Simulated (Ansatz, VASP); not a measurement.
**Two plane-wave programs on Zr**

```
Zr
1.0
    -1.76055    1.76055    1.76055
     1.76055   -1.76055    1.76055
     1.76055    1.76055   -1.76055
Zr
1
Direct
  0.00000 0.00000 0.00000
```

Alike in both runs: functional PBEsol; k mesh 16 × 16 × 16; occupations gaussian, width 0.1 eV; no spin polarisation.

Ansatz relaxed the structure, and its values are those at the end. VASP's run is a single point on that final structure, the one shown.

|  | VASP | Ansatz |
| --- | --- | --- |
| version | VASP 6.6.1 | Ansatz 0.2.0 |
| potentials or method | VASP PAW PBE potentials, release 64 (Zr_sv), cutoff 520 eV | scalar-relativistic, plane waves, PAW |
| valence electrons in the cell | 12 | 12 |

Ansatz gave:

* gap on the k mesh at the Fermi level (eV): none
* pressure (GPa): 0.0

**Question.** Which values does VASP return?

**Answer.** gap on the k mesh at the Fermi level (eV): none; pressure (GPa): 0.1.

VASP's potentials were made for PBE, not for PBEsol. A gap of «none» marks a metal or a gap that the smearing closes.
